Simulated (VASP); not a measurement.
A run of VASP 6.6.1:

File INCAR:

```
SYSTEM = ZrNb2N3
PREC = Accurate
ENCUT = 600
EDIFF = 1E-6
ISMEAR = 0
SIGMA = 0.15
LREAL = .FALSE.
LASPH = .TRUE.
NELM = 120
ALGO = Normal
ISIF = 2
LWAVE = .FALSE.
LCHARG = .TRUE.
GGA = PE
LELF = .TRUE.
LVHAR = .TRUE.
NBANDS = 36
GGA_COMPAT = .FALSE.
```

Contents of KPOINTS:

```
Automatic mesh
0
G
  3 3 3
  0 0 0
```

POSCAR

```
ZrNb2N3
1.0
   -2.1867224852      2.1867224852      4.2448391153
    2.1867224852     -2.1867224852      4.2448391153
    2.1867224852      2.1867224852     -4.2448391153
Zr Nb N
1 2 3
Direct
    0.0000000000      0.0000000000      0.0000000000
    0.7500000000      0.2500000000      0.5000000000
    0.2500000000      0.7500000000      0.5000000000
    0.5000000000      0.0000000000      0.5000000000
    0.0000000000      0.5000000000      0.5000000000
    0.5000000000      0.5000000000      0.0000000000
```

Potentials or basis: VASP PAW PBE potentials, release 64 (Zr_sv, Nb_sv, N).

Command:

```sh
$ cat potpaw_PBE.64/Zr_sv/POTCAR potpaw_PBE.64/Nb_sv/POTCAR potpaw_PBE.64/N/POTCAR > POTCAR
$ mpirun -np 1 vasp_std > vasp.out
```

Hardware: 1 thread of AMD EPYC 7R13 Processor (Zen 3), with other jobs on the host.

Question: How long does it take, and how much memory?

Answer: Wall time 36 s on 1 thread of AMD EPYC 7R13 Processor (Zen 3) (shared host), peak memory 0.22 GiB. Counts: scf iterations 16, k points 6.
